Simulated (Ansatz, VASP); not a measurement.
# Ge: VASP beside Ansatz

```xyz
4
Lattice="3.0026 0.0000 0.0000 -1.5013 2.6003 0.0000 0.0000 0.0000 9.8456" Properties=species:S:1:pos:R:3 pbc="T T T"
Ge   -1.5013    2.6003    9.8456
Ge   -1.5013    2.6003    4.9228
Ge    0.0000    1.7336    2.4614
Ge    1.5013    0.8668    7.3842
```

Alike in both runs: task single point; functional RPBE; k mesh 13 × 13 × 4; occupations fermi-dirac, width 0.1 eV; no spin polarisation.

|  | VASP | Ansatz |
| --- | --- | --- |
| version | VASP 6.6.1 | Ansatz 0.2.0 |
| potentials or method | VASP PAW PBE potentials, release 64 (Ge_d), cutoff 520 eV | plane waves (420 eV) with PAW, scalar-relativistic |
| valence electrons in the cell | 56 | 56 |

|  | VASP | Ansatz | Ansatz less VASP |
| --- | --- | --- | --- |
| pressure (GPa) | 2.4 | 2.5 | +0.09 |
| traceless stress, the component that is largest in VASP (GPa) | 1.06 | 1.06 | +0.005 |

VASP's potentials were made for PBE, not for RPBE.
